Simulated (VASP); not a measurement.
**Ga2Ge2O3: single point with PBE**

The system is Ga2Ge2O3.

```xyz
7
Lattice="3.0539 -0.0123 -0.0217 -1.5174 2.6593 0.0109 -0.1647 -0.0862 14.2653" Properties=species:S:1:pos:R:3 pbc="T T T"
Ga    0.4988    0.1491    1.4694
Ga    0.3289    1.8413   12.6505
Ge    0.2141    2.2435    6.3657
Ge    1.7558    1.3052    8.6240
O     2.0345    1.0295    2.1389
O     1.8462    0.9493   11.8498
O     0.3263    0.0660   13.9085
```

```
Program                : VASP 6.6.1
Task                   : single point
Functional             : PBE
Potentials or basis    : VASP PAW PBE potentials, release 64 (Ga_d, Ge_d, O)
Cutoff                 : 520 eV
k mesh                 : 8 × 8 × 2
Occupations            : gaussian, width 0.2 eV
Spin                   : no spin polarisation
Dipole correction      : no
Further INCAR settings : ALGO = Normal; EDIFF = 1e-06; NBANDS = 45
```

| Property | Result |
| --- | --- |
| Pressure | 0.2 GPa |
| Largest force | 0.046 eV/Å |
| Band gap on the k mesh | zero (band 36 reaches 5.36 eV, above the bottom of band 37 at 2.50 eV) |

Forces in eV/Å, atoms in the order of the input:
```
Ga   0.005  0.001  0.014
Ga  -0.008  0.002  0.006
Ge   0.000 -0.007 -0.017
Ge   0.002  0.005  0.019
O   -0.002  0.001  0.040
O    0.000  0.000 -0.046
O    0.003 -0.002 -0.016
```

Stress tensor (GPa, compression positive):
```
 0.30 -0.01  0.01
-0.01  0.21  0.04
 0.01  0.04  0.19
```

Levels at points of the mesh, in eV from the Fermi level:
```csv
k point,band 32,band 33,band 34,band 35,band 36,band 37,band 38,band 39,band 40,band 41
"(0.00, 0.00, 0.00)",-3.02,-2.78,-2.75,-2.73,-0.60,1.57,2.98,4.45,6.36,6.41
"(0.50, 0.00, 0.00)",-4.38,-3.86,-2.87,-2.73,-2.61,1.33,2.60,2.78,3.04,3.75
"(0.00, 0.50, 0.00)",-4.39,-3.77,-3.01,-2.72,-2.57,1.40,2.64,2.85,2.90,3.72
"(0.50, 0.50, 0.00)",-4.38,-3.87,-2.84,-2.73,-2.64,1.33,2.59,2.79,3.05,3.75
"(0.00, 0.00, 0.50)",-3.02,-2.75,-2.73,-2.54,-0.76,1.85,2.66,4.62,6.26,6.40
"(0.50, 0.00, 0.50)",-4.38,-3.87,-2.88,-2.73,-2.60,1.33,2.55,2.78,3.10,3.73
"(0.00, 0.50, 0.50)",-4.38,-3.78,-3.03,-2.72,-2.56,1.41,2.56,2.85,2.98,3.71
"(0.50, 0.50, 0.50)",-4.37,-3.88,-2.85,-2.73,-2.63,1.32,2.62,2.79,3.05,3.72
```

Wall time 6.3 min on 1 thread of Intel(R) Xeon(R) Platinum 8488C (Sapphire Rapids) (shared host), peak memory 0.43 GiB.
